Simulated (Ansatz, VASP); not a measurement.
Na2S in VASP and in Ansatz

The input INCAR:

```
SYSTEM = Na2S
  ALGO = Normal
  EDIFF = 1E-6
  ENCUT = 500
  GGA = PS
  GGA_COMPAT = .FALSE.
  ISIF = 2
  ISMEAR = 0
  LASPH = .TRUE.
  LCHARG = .FALSE.
  LREAL = .FALSE.
  LWAVE = .FALSE.
  NBANDS = 17
  NELM = 120
  PREC = Accurate
  SIGMA = 0.02
```

Contents of KPOINTS:

```
k-points
0
G
  8 8 8
  0 0 0
```

The input POSCAR:

```
Na2S
1.0
    0.0000000000      3.2506169337      3.2506169337
    3.2506169337      0.0000000000      3.2506169337
    3.2506169337      3.2506169337      0.0000000000
Na S
2 1
Direct
    0.2500000000      0.2500000000      0.2500000000
    0.7500000000      0.7500000000      0.7500000000
    0.0000000000      0.0000000000      0.0000000000
```

Input for Ansatz:

```yaml
crystal:
  lattice:
    - [0.0, 3.2506169337, 3.2506169337]
    - [3.2506169337, 0.0, 3.2506169337]
    - [3.2506169337, 3.2506169337, 0.0]
  atoms:
    - { symbol: Na, position: [0.25, 0.25, 0.25] }
    - { symbol: Na, position: [0.75, 0.75, 0.75] }
    - { symbol: S, position: [0.0, 0.0, 0.0] }
basis:
  ecutwfc: 420
kpoints:
  mp_grid: { grid: [8, 8, 8] }
  band_path:
    path:
      - [[0.0, 0.0, 0.0], [0.5, 0.0, 0.5], [0.625, 0.25, 0.625]]
      - [[0.375, 0.375, 0.75], [0.0, 0.0, 0.0], [0.5, 0.5, 0.5], [0.5, 0.25, 0.75], [0.5, 0.0, 0.5]]
    npoints: 14
hamiltonian:
  xc: pbesol
scf:
  occupations: { method: gaussian, width: 0.02 }
  n_extra_bands: 7
output:
  forces: true
  stress: true
  eigenvalues: true
  populations: true
  dos: { projected: true, de: 0.02, nscf_kmesh: { grid: [12, 12, 12] } }
  bader: true
  write_density: true
  write_potential: true
  elf: true
  volumetric_format: npy
```

Alike in both runs: task single point; functional PBEsol; k mesh 8 × 8 × 8; occupations gaussian, width 0.02 eV; no spin polarisation.

```csv
,VASP,Ansatz
version,VASP 6.6.1,Ansatz 0.2.0
potentials or method,"VASP PAW PBE potentials, release 64 (Na_pv, S), cutoff 500 eV","scalar-relativistic, plane waves, PAW"
valence electrons in the cell,20,24
```

```tsv
	VASP	Ansatz	Ansatz less VASP
gap on the k mesh at the Fermi level (eV)	2.42	2.43	+0.004
least direct gap on the mesh (eV)	2.42	2.43	+0.004
pressure (GPa)	0.1	0.0	-0.05
```

VASP's potentials were made for PBE, not for PBEsol. VASP's potentials hold 20 valence electrons a cell and Ansatz's 24, so a difference there can come from the potentials and not from the codes.
